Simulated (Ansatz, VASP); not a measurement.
# KCl: VASP beside Ansatz

The input INCAR:

```
PREC = Accurate
ENCUT = 520
EDIFF = 1E-7
ISMEAR = 0
SIGMA = 0.01
LREAL = False
LASPH = True
NELM = 100
ALGO = Normal
ISIF = 2
LWAVE = False
LCHARG = False
GGA = PS
NBANDS = 15
```

The input KPOINTS:

```
Automatic mesh
0
Gamma
  8 8 8
```

POSCAR

```
KCl
1.0
    0.0000000000      3.1212780651      3.1212780651
    3.1212780651      0.0000000000      3.1212780651
    3.1212780651      3.1212780651      0.0000000000
K Cl
1 1
Direct
    0.0000000000      0.0000000000      0.0000000000
    0.5000000000      0.5000000000      0.5000000000
```

Input for Ansatz:

```yaml
crystal:
  lattice:
    - [0.0, 3.12127806511, 3.12127806511]
    - [3.12127806511, 0.0, 3.12127806511]
    - [3.12127806511, 3.12127806511, 0.0]
  atoms:
    - { symbol: K, position: [0.0, 0.0, 0.0] }
    - { symbol: Cl, position: [0.5, 0.5, 0.5] }
kpoints:
  mp_grid: { grid: [8, 8, 8] }
scf:
  occupations: { method: fixed }
  convergence: { dr2_threshold: 1.0e-10 }
hamiltonian:
  xc: pbesol
  pseudopotentials: { kind: all_electron, lapw: { basis_error: 0.0005 } }
output:
  forces: true
  stress: true
  eigenstates:
    kpoints:
      - [0.0, 0.0, 0.0]
      - [-0.5, 0.0, -0.5]
      - [0.0, -0.5, -0.5]
      - [-0.5, -0.5, 0.0]
      - [-0.5, 0.0, 0.0]
      - [0.0, -0.5, 0.0]
      - [0.0, 0.0, -0.5]
      - [-0.5, -0.5, -0.5]
  eigenvalues: true
```

Change from the starting cell: unstrained.

Alike in both runs: task single point; functional PBEsol; k mesh 8 × 8 × 8; no spin polarisation.

|  | VASP | Ansatz |
| --- | --- | --- |
| version | VASP 6.6.1 | Ansatz 0.2.0 |
| potentials or method | VASP PAW PBE potentials, release 64 (K_sv, Cl), cutoff 520 eV | all-electron LAPW, scalar-relativistic |
| occupations | gaussian, width 0.01 eV | fixed |

Ansatz gave:

- gap on the k mesh at the Fermi level (eV): 5.10
- pressure (GPa): 0.0

Task: Which values does VASP return?

Result: gap on the k mesh at the Fermi level (eV): 5.10; pressure (GPa): 0.1.

VASP's potentials were made for PBE, not for PBEsol. Ansatz ran all-electron here, and VASP with PAW potentials.
